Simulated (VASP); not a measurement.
The system is As2Se.

```xyz
6
Lattice="-3.5294 3.5294 2.6536 3.5294 -3.5294 2.6536 3.5294 3.5294 -2.6536" Properties=species:S:1:pos:R:3 pbc="T T T"
As    0.0000   -1.7647    0.6634
As    0.0000    1.7647    0.6634
As    1.7647    0.0000   -0.6634
As    1.7647   -3.5294    1.9902
Se    0.0000    0.0000    2.6536
Se    3.5294    0.0000    1.3268
```

* Program: VASP 6.6.1
* Task: relaxation of cell and atoms
* Functional: PBE
* Dispersion: D3(BJ)
* Potentials or basis: VASP PAW PBE potentials, release 64 (As, Se)
* Cutoff: 500 eV
* k mesh: 6 × 6 × 6
* Occupations: fermi-dirac, width 0.1 eV
* Spin: no spin polarisation

At the start: pressure -3.0 GPa; volume 22.04 Å³/atom.

Task: Where does the relaxation end?

Result: Over 3 steps the energy falls by 8.9 meV/atom and the volume is 21.14 Å³/atom (-4.1 %); space group I4_1/amd (No. 141, to 0.1 Å) before and after.

Step by step:
| step | energy change (eV) | largest force (eV/Å) | pressure (GPa) | volume (Å³) |
| --- | --- | --- | --- | --- |
| 1 | 0.0000 | 0.0000 | -3.03 | 132.22 |
| 2 | -0.0409 | 0.0000 | 1.59 | 124.41 |
| 3 | -0.0532 | 0.0000 | -0.02 | 126.85 |

Final structure:
```
As Se
1.0
    -3.48446    3.48446    2.61199
     3.48446   -3.48446    2.61199
     3.48446    3.48446   -2.61199
As Se
4 2
Cartesian
  0.0000 5.2267 0.6530
  0.0000 1.7422 0.6530
  -1.7422 3.4845 1.9590
  1.7422 3.4845 1.9590
  0.0000 0.0000 2.6120
  3.4845 0.0000 1.3060
```
